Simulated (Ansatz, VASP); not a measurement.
# Two plane-wave programs on Al4CoNi3

```
CELL_PARAMETERS angstrom
-2.88677 2.88677 2.88677
2.88677 -2.88677 2.88677
2.88677 2.88677 -2.88677
ATOMIC_POSITIONS crystal
Al 0.00000 0.50000 0.00000
Al 0.50000 0.50000 0.50000
Al 0.00000 0.00000 0.50000
Al 0.50000 0.00000 0.00000
Ni 0.50000 0.00000 0.50000
Ni 0.50000 0.50000 0.00000
Ni 0.00000 0.50000 0.50000
Co 0.00000 0.00000 0.00000
```

Alike in both runs: functional PBE; k mesh 10 × 10 × 10; occupations gaussian, width 0.1 eV; collinear spin.

Ansatz relaxed the structure, and its values are those at the end. VASP's run is a single point on that final structure, the one shown.

```csv
,VASP,Ansatz
version,VASP 6.6.1,Ansatz 0.2.0
potentials or method,"VASP PAW PBE potentials, release 64 (Al, Ni, Co), cutoff 520 eV","scalar-relativistic, plane waves, PAW"
valence electrons in the cell,51,83
```

Ansatz gave:

| Quantity | Value |
| --- | --- |
| gap on the k mesh at the Fermi level (eV) | none |
| pressure (GPa) | 0.0 |
| net moment per atom (μB) | 0.12 |
| size of the moment on the site where the two differ most (μB) | 0.75 |

Q: Which values does VASP return?

A: gap on the k mesh at the Fermi level (eV): none; pressure (GPa): -0.1; net moment per atom (μB): 0.12; size of the moment on the site where the two differ most (μB): 0.72.

Site moments also hang on the region over which each program counts them. A gap of «none» marks a metal or a gap that the smearing closes. VASP's potentials hold 51 valence electrons a cell and Ansatz's 83, so a difference there can come from the potentials and not from the codes.
